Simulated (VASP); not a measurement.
A run of VASP 6.6.1 is set up as follows.

The input INCAR:

```
ALGO     = Normal         # electronic algorithm
EDIFF    = 1E-8           # SCF threshold, eV
ENCUT    = 520            # plane-wave cutoff, eV
ISIF     = 2              # what is computed and relaxed
ISMEAR   = 0              # smearing method
LASPH    = True           # aspherical terms in the spheres
LCALCEPS = True         
LCHARG   = False          # write CHGCAR
LMIXTAU  = True         
LREAL    = False          # projectors in reciprocal space
LWAVE    = False          # write WAVECAR
METAGGA  = R2SCAN         # meta-GGA
NELM     = 60             # most SCF steps
PREC     = Accurate       # precision mode
SIGMA    = 0.01           # smearing width, eV
```

Contents of KPOINTS:

```
k-points
0
Gamma
  8 8 8
```

File POSCAR:

```
GaN
1.0
    0.0000000000      2.2489526566      2.2489526566
    2.2489526566      0.0000000000      2.2489526566
    2.2489526566      2.2489526566      0.0000000000
Ga N
1 1
Direct
    0.0000000000      0.0000000000      0.0000000000
    0.2500000000      0.2500000000      0.2500000000
```

Potentials or basis: VASP PAW PBE potentials, release 64 (Ga_d, N).

Launch:

```sh
$ cat potpaw_PBE.64/Ga_d/POTCAR potpaw_PBE.64/N/POTCAR > POTCAR
$ mpirun -np 1 vasp_std > vasp.out
```

Q: Predict the electronic dielectric tensor (diagonal).

A: 5.41.

Q: Predict the Born charges (mean of the diagonal).

A: Ga +2.67; N -2.67 e.

Q: Estimate the band gap on the k mesh.

A: 2.16 eV.

Electronic dielectric tensor:
```
5.41 0.00 0.00
0.00 5.41 0.00
0.00 0.00 5.41
```
